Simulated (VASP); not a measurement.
# MgI2 (P-1) in VASP: a series of runs

The runs below take MgI2 through single point, with PBE.

All numbers are computed with VASP 6.6.1; they aren't measurements. Logs are shortened: lines on timing, memory, paths and dates and some standing lists are left out, and cuts for length are marked.

## Step 1: The cell of the first run

The typed cell holds 3 atoms: a = 4.233 Å, b = 4.214 Å, c = 7.756 Å, α = 83.69°, β = 102.64°, γ = 120.15°.

## Step 2: Single point, PBE (engineering shear strain xz -0.2200, normal strain along z -0.0133)

File INCAR:

```
SYSTEM = MgI2
  PREC = Accurate
  ENCUT = 520
  EDIFF = 1E-6
  ISMEAR = 0
  SIGMA = 0.05
  LREAL = .False.
  LASPH = .True.
  NELM = 80
  ALGO = Normal
  ISIF = 2
  LWAVE = .False.
  LCHARG = .False.
  GGA = PE
  NBANDS = 15
```

File KPOINTS:

```
Automatic mesh
0
Gamma
  6 6 4
  0 0 0
```

File POSCAR:

```
MgI2
1.0
    4.2072027146      0.0000000000     -0.4627922986
   -2.1036013573      3.6435444297      0.2313961493
   -0.8592895233      0.0000000000      7.7078270244
Mg I
1 2
Direct
    0.0000000000      0.0000000000      0.0000000000
    0.2472294409      0.6685756262      0.7802488777
    0.7527705591      0.3314243738      0.2197511223
```

Potentials or basis: VASP PAW PBE potentials, release 64 (Mg, I).

On the command line:

```sh
> cat potpaw_PBE.64/Mg/POTCAR potpaw_PBE.64/I/POTCAR > POTCAR
> mpirun -np 1 vasp_std > vasp.out
```

OUTCAR:

```text
SYSTEM = MgI2
   PREC = Accurate
   ENCUT = 520
   EDIFF = 1E-6
   ISMEAR = 0
   LREAL = .False.
   LASPH = .True.
   NELM = 80
   ISIF = 2
   GGA = PE

 ion  position               nearest neighbor table
   1  0.000  0.000  0.000-   3 2.95   2 2.95   3 2.95   2 2.95   2 2.95   3 2.95
   2  0.247  0.669  0.780-   1 2.95   1 2.95   1 2.95
   3  0.753  0.331  0.220-   1 2.95   1 2.95   1 2.95

  LATTYP: Found a base centered monoclinic cell.
 ALAT       =     4.2325797563
 B/A-ratio  =     1.7216660474
 C/A-ratio  =     1.8323522607
 COS(beta)  =    -0.2187993247

  Lattice vectors:

 A1 = (   2.1036013573,  -3.6435444297,  -0.2313961493)
 A2 = (   2.1036013573,   3.6435444297,  -0.2313961493)
 A3 = (  -0.8592895233,   0.0000000000,   7.7078270244)

Analysis of symmetry for initial positions (statically):
=====================================================================
 Subroutine PRICEL returns:
 Original cell was already a primitive cell.

 Routine SETGRP: Setting up the symmetry group for a
 base centered monoclinic supercell.

 Subroutine GETGRP returns: Found  2 space group operations
 (whereof  2 operations were pure point group operations)
 out of a pool of  4 trial point group operations.

The static configuration has the point symmetry S_2 .

Analysis of symmetry for dynamics (positions and initial velocities):
=====================================================================
 Subroutine PRICEL returns:
 Original cell was already a primitive cell.

 Routine SETGRP: Setting up the symmetry group for a
 base centered monoclinic supercell.

 Subroutine GETGRP returns: Found  2 space group operations
 (whereof  2 operations were pure point group operations)
 out of a pool of  4 trial point group operations.

The dynamic configuration has the point symmetry S_2 .

 Subroutine INISYM returns: Found  2 space group operations
 (whereof  2 operations are pure point group operations),
 and found     1 'primitive' translations

----------------------------------------------------------------------------------------

                                     Primitive cell

  volume of cell :     116.7053

  direct lattice vectors                    reciprocal lattice vectors
     4.207202715  0.000000000 -0.462792299     0.240638595  0.137229011  0.026827045
    -2.103601357  3.643544430  0.231396149     0.000000000  0.274458023  0.000000000
    -0.859289523  0.000000000  7.707827024     0.014448390  0.000000000  0.131348997

  length of vectors
     4.232579756  4.213561304  7.755577085     0.278313538  0.274458023  0.132141269

  position of ions in fractional coordinates (direct lattice)
     0.000000000  0.000000000  0.000000000
     0.247229441  0.668575626  0.780248878
     0.752770559  0.331424374  0.219751122

  ion indices of the primitive-cell ions
   primitive index   ion index
                 1           1
                 2           2
                 3           3

----------------------------------------------------------------------------------------

 KPOINTS: Automatic mesh

Automatic generation of k-mesh.
 Grid dimensions read from file:
 generate k-points for:    6    6    4

 Generating k-lattice:

  Cartesian coordinates                     Fractional coordinates (reciprocal lattice)
     0.040106432  0.022871502  0.004471174     0.166666667  0.000000000  0.000000000
     0.000000000  0.045743004  0.000000000     0.000000000  0.166666667  0.000000000
     0.003612097  0.000000000  0.032837249     0.000000000 -0.000000000  0.250000000

  Length of vectors
     0.046385590  0.045743004  0.033035317

  Shift w.r.t. Gamma in fractional coordinates (k-lattice)
     0.000000000  0.000000000  0.000000000

 Subroutine IBZKPT returns following result:
 ===========================================

 Found     76 irreducible k-points:

 Following reciprocal coordinates:
            Coordinates               Weight
  0.000000  0.000000  0.000000      1.000000
  0.166667  0.000000 -0.000000      2.000000
 -0.166667  0.166667  0.000000      2.000000
  0.333333 -0.000000 -0.000000      2.000000
 -0.333333  0.333333  0.000000      2.000000
  0.500000  0.000000 -0.000000      1.000000
[... 16 lines left out ...]
 -0.166667  0.166667 -0.250000      2.000000
  0.333333 -0.000000  0.250000      2.000000
 [... further k-points ...]
   k-points           NKPTS =     76   k-points in BZ     NKDIM =     76   number of bands    NBANDS=     15
   number of dos      NEDOS =    301   number of ions     NIONS =      3
   total plane-waves  NPLWV =  61440
   dimension x,y,z NGX =    32 NGY =   32 NGZ =   60
   dimension x,y,z NGXF=    64 NGYF=   64 NGZF=  120
   ions per type =               1   2
   NGX,Y,Z   is equivalent  to a cutoff of  12.57, 12.63, 12.86 a.u.
   NGXF,Y,Z  is equivalent  to a cutoff of  25.14, 25.25, 25.72 a.u.
 SYSTEM =  MgI2
   PREC   = accura    normal or accurate (medium, high low for compatibility)
   ISTART =      0    job   : 0-new  1-cont  2-samecut
   ICHARG =      2    charge: 1-file 2-atom 10-const
   ISPIN  =      1    spin polarized calculation?
   LNONCOLLINEAR =      F non collinear calculations
   LSORBIT =      F    spin-orbit coupling
   LASPH  =      T    aspherical Exc in radial PAW
   ENCUT  =  520.0 eV  38.22 Ry    6.18 a.u.   7.87  7.83 14.42*2*pi/ulx,y,z
   NELM   =     80;   NELMIN=  2; NELMDL= -5     # of ELM steps
   EDIFF  = 0.1E-05   stopping-criterion for ELM
   LREAL  =      F    real-space projection
   EDIFFG = 0.1E-04   stopping-criterion for IOM
   NSW    =      0    number of steps for IOM
   IBRION =     -1    ionic relax: 0-MD 1-quasi-New 2-CG
   NFREE  =      0    steps in history (QN), initial steepest desc. (CG)
   ISIF   =      2    stress and relaxation
   ISYM   =      2    0-nonsym 1-usesym 2-fastsym
   POTIM  = 0.5000    time-step for ionic-motion
   TEBEG  =    0.0;   TEEND  =   0.0 temperature during run
   PSTRESS=    0.0 pullay stress
   NELECT =      16.0000    total number of electrons
   NUPDOWN=      -1.0000    fix difference up-down
   EMIN   =  10.00;   EMAX   =-10.00  energy-range for DOS
   EFERMI =   0.00;   METHOD = LEGACY
   ISMEAR =     0;   SIGMA  =   0.05  broadening in eV -4-tet -1-fermi 0-gaus
   EFERMI_NEDOS =   21; number of points for ismear=-14 and -15
   IALGO  =     38    algorithm
   IMIX   =      4    mixing-type and parameters
     AMIX     =   0.40;   BMIX     =  1.00
     AMIX_MAG =   1.60;   BMIX_MAG =  1.00
  volume/ion in A,a.u.               =      38.90       262.52
  Fermi-wavevector in a.u.,A,eV,Ry     =   0.844147  1.595206  9.695288  0.712584
  Thomas-Fermi vector in A             =   1.959128
   LORBIT       =      0    0 simple, 1 ext, 2 COOP (PROOUT), +10 PAW based schemes
   GGA     = PE    functional components
   LHFCALC =     F    Hartree Fock is set to
   AEXX    =    0.0000 exact exchange contribution
   IVDW    =     0    specifies the selected vdW correction
   LEPSILON=     F    determine dielectric tensor
   LRPA    =     F    only Hartree local field effects (RPA)
 non-spin polarized calculation
 Gauss-broadening in eV      SIGMA  =   0.05
  energy-cutoff  :      520.00
  volume of cell :      116.71
 maximum number of plane-waves:      3162
   NGX = 15   NGY = 15   NGZ = 29

 number of electron      15.9999998 magnetization

 Free energy of the ion-electron system (eV)
  ---------------------------------------------------
  ext. energy  EPLUGINS =         0.00000000
  ---------------------------------------------------
  free energy    TOTEN  =        -7.73042477 eV

  energy without entropy =       -7.73042477  energy(sigma->0) =       -7.73042477

 E-fermi :   1.3468     XC(G=0):  -7.5649

 val. band max:        1.1274619934   @ k =   0.0000   0.0000   0.0000
 cond. band min:       4.6054562199   @ k =   0.5000   0.0000   0.5000
 fundamental gap:      3.4779942265
 Fermi energy:         1.3467540292

 k-point     1 :       0.0000    0.0000    0.0000
  band No.  band energies     occupation
      1     -10.6372      2.00000
      2     -10.0694      2.00000
      3      -1.9227      2.00000
      4       0.8078      2.00000
      5       0.8252      2.00000
      6       0.9686      2.00000
      7       1.0596      2.00000
      8       1.1275      2.00000
      9       4.8035      0.00000
     10       6.0060      0.00000
     11       7.7072      0.00000
     12       7.7866      0.00000
     13       8.2483      0.00000
     14       9.1018      0.00000
     15       9.2581      0.00000

 k-point     2 :       0.1667    0.0000   -0.0000
  band No.  band energies     occupation
      1     -10.5112      2.00000
      2     -10.0057      2.00000
      3      -1.7750      2.00000
      4      -0.1149      2.00000
      5       0.3170      2.00000
      6       0.5425      2.00000
      7       0.9478      2.00000
      8       1.0382      2.00000
      9       5.6039      0.00000
     10       6.6094      0.00000
     11       7.3253      0.00000
     12       8.1772      0.00000
     13       8.2418      0.00000
     14       9.2733      0.00000
     15       9.5968      0.00000
[... 365 lines left out ...]
      3      -1.5891      2.00000
      4      -0.2434      2.00000
      5       0.4404      2.00000
      6       0.5352      2.00000
      7       0.6485      2.00000
      8       1.0354      2.00000
      9       5.8144      0.00000
     10       6.5940      0.00000
     11       7.3354      0.00000
     12       8.1783      0.00000
     13       8.3980      0.00000
     14       8.9469      0.00000
     15       9.2642      0.00000

 k-point    24 :       0.3333   -0.0000    0.2500
  band No.  band energies     occupation
      1     -10.1884      2.00000
      2      -9.9227      2.00000
      3      -1.8275      2.00000
      4      -1.1902      2.00000
      5      -0.1636      2.00000
      6       0.1460      2.00000
      7       0.4058      2.00000
      8       0.8289      2.00000
      9       5.1787      0.00000
     10       6.9156      0.00000
     11       7.0264      0.00000
     12       8.3363      0.00000
     13       8.6338      0.00000
     14       9.5438      0.00000
     15      10.0401      0.00000

 [... further k-points ...]

------------------------ aborting loop because EDIFF is reached ----------------------------------------

  FORCE on cell =-STRESS in cart. coord.  units (eV):
  Direction    XX          YY          ZZ          XY          YZ          ZX
  --------------------------------------------------------------------------------------
  -------------------------------------------------------------------------------------
  Total       -0.1559390     -0.0241468      0.1904651      0.0114386      0.0813689      0.0757819
  in kB       -2.1407919     -0.3314971      2.6147807      0.1570340      1.1170640      1.0403637
  external PRESSURE =       0.0474972 kB  Pullay stress =       0.0000000 kB

 VOLUME and BASIS-vectors are now :
 -----------------------------------------------------------------------------
  energy-cutoff  :      520.00
  volume of cell :      116.71
      direct lattice vectors                 reciprocal lattice vectors
     4.207202715  0.000000000 -0.462792299     0.240638595  0.137229011  0.026827045
    -2.103601357  3.643544430  0.231396149     0.000000000  0.274458023  0.000000000
    -0.859289523  0.000000000  7.707827024     0.014448390  0.000000000  0.131348997

 POSITION                                       TOTAL-FORCE (eV/Angst)
 -----------------------------------------------------------------------------------
      0.00000      0.00000      0.00000        -0.000000      0.000000      0.000000
     -1.03673      2.43598      6.05431        -0.001416     -0.002219      0.009931
      2.28104      1.20756      1.42212         0.001416      0.002219     -0.009931
 -----------------------------------------------------------------------------------
    total drift:                               -0.000000     -0.000000     -0.000000

  FREE ENERGIE OF THE ION-ELECTRON SYSTEM (eV)
  ---------------------------------------------------
  free  energy   TOTEN  =        -7.7304247697 eV

  energy  without entropy=       -7.7304247697  energy(sigma->0) =       -7.73042477
```

Run time: 39 s. Hardware: 1 thread of Intel Xeon 6975P-C (Granite Rapids), shared host; peak memory 0.32 GiB.

Results:

| Property | Result |
| --- | --- |
| Free energy | -7.7304 eV |
| Pressure | 0.0 GPa |
| Largest force | 0.010 eV/Å |
| Band gap on the k mesh | 3.48 eV, indirect (least direct gap 3.68 eV) |

Forces on the atoms (eV/Å):
```
Mg   0.000  0.000  0.000
I   -0.001 -0.002  0.010
I    0.001  0.002 -0.010
```

Stress tensor (GPa, compression positive):
```
-0.21  0.02  0.10
 0.02 -0.03  0.11
 0.10  0.11  0.26
```

Caveat: the cell differs from its parent crystal (engineering shear strain xz -0.2200, normal strain along z -0.0133); spin-orbit coupling is left out, which moves the levels of the heavy elements.

(Continued in part 2 of 2.)
